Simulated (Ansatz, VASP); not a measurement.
**One calculation of Ge4MoW, two programs**

Contents of INCAR:

```
SYSTEM = Ge4MoW
PREC = Accurate ; ENCUT = 520
EDIFF = 1E-6 ; ISMEAR = 0
SIGMA = 0.2 ; LREAL = .FALSE.
LASPH = .TRUE. ; NELM = 100
ALGO = Normal ; ISIF = 2
LWAVE = .FALSE. ; LCHARG = .FALSE.
GGA = PE ; NBANDS = 96
```

The input KPOINTS:

```
Automatic mesh
0
G
  6 4 4
  0 0 0
```

The input POSCAR:

```
Ge4MoW
1.0
   -3.4811627044      0.0000000000      0.0000000000
    0.0000000000      0.0000000000     -6.4186236260
    0.0000000000     -8.6226382994      0.0000000000
Ge Mo W
8 2 2
Direct
    0.5000000000      0.8652082060      0.7082344751
    0.0000000000      0.6354104713      0.2098893367
    0.5000000000      0.3652082060      0.2917655249
    1.0000000000      0.1354104713      0.7901106633
    0.5000000000      0.9374740450      0.1174973346
    0.0000000000      0.5615153134      0.6174755838
    0.5000000000      0.4374740450      0.8825026654
    1.0000000000      0.0615153134      0.3825244162
    0.5000000000      0.2502463903      0.5793776777
    0.5000000000      0.7502463903      0.4206223223
    0.0000000000      0.2501455738      0.0791068996
    0.0000000000      0.7501455738      0.9208931004
```

Input for Ansatz:

```yaml
crystal:
  lattice:
    - [-3.4811627044, 0.0, 0.0]
    - [0.0, 0.0, -6.418623626]
    - [0.0, -8.6226382994, 0.0]
  atoms:
    - { symbol: Ge, position: [0.5, 0.865208206, 0.7082344751] }
    - { symbol: Ge, position: [0.0, 0.6354104713, 0.2098893367] }
    - { symbol: Ge, position: [0.5, 0.365208206, 0.2917655249] }
    - { symbol: Ge, position: [1.0, 0.1354104713, 0.7901106633] }
    - { symbol: Ge, position: [0.5, 0.937474045, 0.1174973346] }
    - { symbol: Ge, position: [0.0, 0.5615153134, 0.6174755838] }
    - { symbol: Ge, position: [0.5, 0.437474045, 0.8825026654] }
    - { symbol: Ge, position: [1.0, 0.0615153134, 0.3825244162] }
    - { symbol: Mo, position: [0.5, 0.2502463903, 0.5793776777] }
    - { symbol: Mo, position: [0.5, 0.7502463903, 0.4206223223] }
    - { symbol: W, position: [0.0, 0.2501455738, 0.0791068996] }
    - { symbol: W, position: [0.0, 0.7501455738, 0.9208931004] }
basis:
  ecutwfc: 420
kpoints:
  mp_grid: { grid: [6, 4, 4] }
hamiltonian:
  xc: pbe
scf:
  occupations: { method: gaussian, width: 0.2 }
  lower_state_search: "off"
output:
  forces: true
  stress: true
  eigenvalues: true
```

Alike in both runs: task single point; functional PBE; k mesh 6 × 4 × 4; occupations gaussian, width 0.2 eV; no spin polarisation.

|  | VASP | Ansatz |
| --- | --- | --- |
| version | VASP 6.6.1 | Ansatz 0.2.0 |
| potentials or method | VASP PAW PBE potentials, release 64 (Ge_d, Mo_sv, W_sv), cutoff 520 eV | scalar-relativistic, plane waves, PAW |
| valence electrons in the cell | 168 | 168 |

VASP gave:

```
gap on the k mesh at the Fermi level (eV)                     : none
pressure (GPa)                                                : 0.2
traceless stress, the component that is largest in VASP (GPa) : -0.13
rms of the force components (eV/Å)                            : 0.010
```

Problem. Which values does Ansatz return?

Solution. gap on the k mesh at the Fermi level (eV): none; pressure (GPa): 0.0; traceless stress, the component that is largest in VASP (GPa): -0.13; rms of the force components (eV/Å): 0.010.

Atom by atom the forces differ by 0.001 eV/Å (rms over components). A gap of «none» marks a metal or a gap that the smearing closes. The functional is the same, so the differences come from potentials, cutoffs and numerics.

Spin-orbit coupling is off throughout.
